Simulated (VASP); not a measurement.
Runs of VASP 6.6.1 on TaGe3Ru. The structure is that of space group Pm-3m (No. 221), or close to it. The cells are those of the table. The cell was generated, and may not be a known phase.

| task | spin | cell | cutoff (eV) | gap on the mesh (eV) | pressure (GPa) |
| --- | --- | --- | --- | --- | --- |
| single point | off | a = 4.905 Å, 5 atoms | 520 | none | 0.1 |
| single point | collinear, ferromagnetic start | a = 4.905 Å, 5 atoms | 520 | none | 1.9 |
| relaxation of cell and atoms | off | relaxed from a = 4.420 Å, 5 atoms | 600 | none | -0.1 |
| single point | off | a = 4.420 Å, 5 atoms | 520 | none | (a) |

Alike in all rows: level PBE; potentials or basis VASP PAW PBE potentials, release 64 (Ta_pv, Ge_d, Ru_pv); k mesh 4 × 4 × 4; smearing gaussian 0.1 eV.

Question: Estimate the missing entries.

Answer: (a) 42.5.

Caveats: spin-orbit coupling is left out, which moves the levels of the heavy elements; the cell stands under pressure (at least some runs).

A k mesh can miss the band edges, and the runs leave out spin-orbit coupling on Ge, Ru, Ta.

A gap of «none» marks levels without a gap at the run's occupations.
